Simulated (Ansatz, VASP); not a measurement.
**Two plane-wave programs on Ta2N**

Contents of INCAR:

```
ALGO = Normal
EDIFF = 1E-6
ENCUT = 520
GGA = PS
ISIF = 2
ISMEAR = 0
LASPH = T
LCHARG = F
LREAL = F
LWAVE = F
NBANDS = 50
NELM = 80
PREC = Accurate
SIGMA = 0.1
```

Contents of KPOINTS:

```
k-points
0
Gamma
  6 6 4
```

The input POSCAR:

```
Ta2N
1.0
    5.2965720514      0.0000000000      0.0000000000
   -2.6482860257      4.5869659495      0.0000000000
    0.0000000000      0.0000000000      4.9391825701
Ta N
6 3
Direct
    0.6663616700      0.6663616700      0.7536182600
    0.0000000000      0.3336383300      0.7536182600
    0.3336383300      0.0000000000      0.7536182600
    0.3336383300      0.3336383300      0.2463817400
    0.0000000000      0.6663616700      0.2463817400
    0.6663616700      0.0000000000      0.2463817400
    0.6666666700      0.3333333300      0.5000000000
    0.3333333300      0.6666666700      0.5000000000
    0.0000000000      0.0000000000      0.0000000000
```

Input for Ansatz:

```yaml
crystal:
  lattice:
    - [5.2965720514, 0.0, 0.0]
    - [-2.6482860257, 4.5869659495, 0.0]
    - [0.0, 0.0, 4.9391825701]
  atoms:
    - { symbol: Ta, position: [0.66636167, 0.66636167, 0.75361826] }
    - { symbol: Ta, position: [0.0, 0.33363833, 0.75361826] }
    - { symbol: Ta, position: [0.33363833, 0.0, 0.75361826] }
    - { symbol: Ta, position: [0.33363833, 0.33363833, 0.24638174] }
    - { symbol: Ta, position: [0.0, 0.66636167, 0.24638174] }
    - { symbol: Ta, position: [0.66636167, 0.0, 0.24638174] }
    - { symbol: "N", position: [0.66666667, 0.33333333, 0.5] }
    - { symbol: "N", position: [0.33333333, 0.66666667, 0.5] }
    - { symbol: "N", position: [0.0, 0.0, 0.0] }
basis:
  ecutwfc: 420
kpoints:
  mp_grid: { grid: [6, 6, 4] }
hamiltonian:
  xc: pbesol
scf:
  occupations: { method: gaussian, width: 0.1 }
output:
  forces: true
  stress: true
  eigenvalues: true
```

Alike in both runs: task single point; functional PBEsol; k mesh 6 × 6 × 4; occupations gaussian, width 0.1 eV; no spin polarisation.

|  | VASP | Ansatz |
| --- | --- | --- |
| version | VASP 6.6.1 | Ansatz 0.2.0 |
| potentials or method | VASP PAW PBE potentials, release 64 (Ta_pv, N), cutoff 520 eV | scalar-relativistic, plane waves, PAW |
| valence electrons in the cell | 81 | 93 |

Ansatz gave:

| Property | Result |
| --- | --- |
| gap on the k mesh at the Fermi level (eV) | none |
| pressure (GPa) | -5.3 |
| traceless stress, the component that is largest in VASP (GPa) | -0.27 |
| rms of the force components (eV/Å) | 0.053 |

Task: Which values does VASP return?

Result: gap on the k mesh at the Fermi level (eV): none; pressure (GPa): -4.8; traceless stress, the component that is largest in VASP (GPa): -0.29; rms of the force components (eV/Å): 0.045.

VASP's potentials were made for PBE, not for PBEsol. Atom by atom the forces differ by 0.008 eV/Å (rms over components). A gap of «none» marks a metal or a gap that the smearing closes. VASP's potentials hold 81 valence electrons a cell and Ansatz's 93, so a difference there can come from the potentials and not from the codes.

Spin-orbit coupling is off throughout.
